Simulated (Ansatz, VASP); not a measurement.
## One calculation of FeCo, two programs

```
CELL_PARAMETERS angstrom
2.68168 0.00000 0.00000
0.00000 2.68168 0.00000
0.00000 0.00000 2.68168
ATOMIC_POSITIONS crystal
Fe 0.50000 0.50000 0.50000
Co 0.00000 0.00000 0.00000
```

Change from the starting cell: species swapped into the ZnAg type (Pm-3m, No. 221).

Alike in both runs: task relaxation of cell and atoms; functional PBE; k mesh 6 × 6 × 6; occupations gaussian, width 0.1 eV; collinear spin.

|  | VASP | Ansatz |
| --- | --- | --- |
| version | VASP 6.6.1 | Ansatz 0.2.0 |
| potentials or method | VASP PAW PBE potentials, release 64 (Fe, Co), cutoff 600 eV | scalar-relativistic, plane waves, PAW |
| valence electrons in the cell | 17 | 33 |

|  | VASP | Ansatz | Ansatz less VASP |
| --- | --- | --- | --- |
| gap on the k mesh at the Fermi level, each at its own relaxed structure (eV) | none | none | - |
| net moment per atom (μB) | 2.35 | 2.36 | +0.003 |
| size of the moment on the site where the two differ most (μB) | 1.83 | 1.89 | +0.061 |
| relaxed volume (Å³/atom) | 11.59 | 11.58 | -0.008 |
| relaxed cell length with the largest relative difference (Å) | 2.851 | 2.850 | -0.0006 |

Site moments also hang on the region over which each program counts them. A gap of «none» marks a metal or a gap that the smearing closes. VASP's potentials hold 17 valence electrons a cell and Ansatz's 33, so a difference there can come from the potentials and not from the codes.

The k mesh is coarse, so the values compare programs but aren't converged. Noted on VASP's run: the volume moved by over 15 % at a fixed basis, so the end points are rough.
